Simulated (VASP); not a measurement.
Set up this calculation in VASP 6.6.1, as the native input.

| Item | Value |
| --- | --- |
| Task | electric field gradients |
| Functional | LDA |
| Potentials or basis | VASP PAW LDA potentials, release 64 (Te) |
| Cutoff | 520 eV |
| k mesh | 9 × 9 × 6 |
| Occupations | fermi-dirac, width 0.08 eV |
| Spin | no spin polarisation |
| Dipole correction | no |
| Further INCAR settings | ALGO = Normal; EDIFF = 1e-08; NBANDS = 16 |

The structure of Te lies in POSCAR:

```
Te
1.0
    4.4280790977      0.0000000000      0.0000000000
   -2.2140395489      3.8348289886      0.0000000000
    0.0000000000      0.0000000000      5.8852337012
Te
3
Direct
    0.7450000000      0.0000000000      0.3333333333
    0.0000000000      0.7450000000      0.6666666667
    0.2550000000      0.2550000000      0.0000000000
```

These files were run (other wordings do the same):

INCAR

```
SYSTEM = Te
PREC = Accurate
ENCUT = 520
EDIFF = 1E-8
ISMEAR = -1
SIGMA = 0.08
LREAL = .FALSE.
LASPH = .TRUE.
NELM = 100
ALGO = Normal
ISIF = 2
LWAVE = .FALSE.
LCHARG = .FALSE.
LEFG = .TRUE.
NBANDS = 16
```

KPOINTS

```
Automatic mesh
0
G
  9 9 6
  0 0 0
```

Potentials or basis: VASP PAW LDA potentials, release 64 (Te).

Run with:

```bash
$ cat potpaw_LDA.64/Te/POTCAR > POTCAR
$ mpirun -np 1 vasp_std > vasp.out
```

It gave:

```yaml
Pressure: 0.9 GPa
Largest_force: 0.667 eV/Å
Largest_electric_field_gradient_by_atom: Te -550.0 V/Å²
```

Caveat: without QUAD_EFG the Cq values of the log hold for a quadrupole moment of 1 mb, not for the nuclei.

Run time: 120 s on 1 thread of AMD EPYC 9R14 (Zen 4), with other jobs on the host, peak memory 0.2 GiB.
